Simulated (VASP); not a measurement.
Set up this calculation in VASP 6.6.1, as the native input.

```
Task                   : single point
Functional             : PBE
Potentials or basis    : VASP PAW PBE potentials, release 64 (In_d, P)
Cutoff                 : 500 eV
k mesh                 : 2 × 2 × 2
Occupations            : gaussian, width 0.01 eV
Spin                   : no spin polarisation
Dipole correction      : no
Further INCAR settings : ALGO = Normal; EDIFF = 1e-06; NBANDS = 16
```

The structure of InP lies in POSCAR:

```
InP
1.0
    0.0000000000      2.9670733100      2.9670733100
    2.9670733100      0.0000000000      2.9670733100
    2.9670733100      2.9670733100      0.0000000000
In P
1 1
Direct
    0.0000000000      0.0000000000      0.0000000000
    0.2500000000      0.2500000000      0.2500000000
```

The input as run:

INCAR

```
PREC     = Accurate       # precision mode
ENCUT    = 500            # plane-wave cutoff, eV
EDIFF    = 1E-6           # SCF threshold, eV
ISMEAR   = 0              # smearing method
SIGMA    = 0.01           # smearing width, eV
LREAL    = False          # projectors in reciprocal space
LASPH    = True           # aspherical terms in the spheres
NELM     = 120            # most SCF steps
ALGO     = Normal         # electronic algorithm
ISIF     = 2              # what is computed and relaxed
LWAVE    = False          # write WAVECAR
LCHARG   = False          # write CHGCAR
GGA      = PE             # functional
NBANDS   = 16             # bands
GGA_COMPAT= False
```

KPOINTS

```
regular mesh
0
Gamma
  2 2 2
```

Potentials or basis: VASP PAW PBE potentials, release 64 (In_d, P).

Command:

```sh
$ cat potpaw_PBE.64/In_d/POTCAR potpaw_PBE.64/P/POTCAR > POTCAR
$ mpirun -np 1 vasp_std > vasp.out
```

Results of the run:

```json
{"Pressure": "4.4 GPa", "Band gap on the k mesh": "0.40 eV, direct"}
```

Caveat: the k points lie up to 0.92 Å⁻¹ apart; spin-orbit coupling is left out, which moves the levels of the heavy elements.

Wall time 10 s on 1 thread of AMD EPYC 7R13 (shared host), peak memory 0.14 GiB.
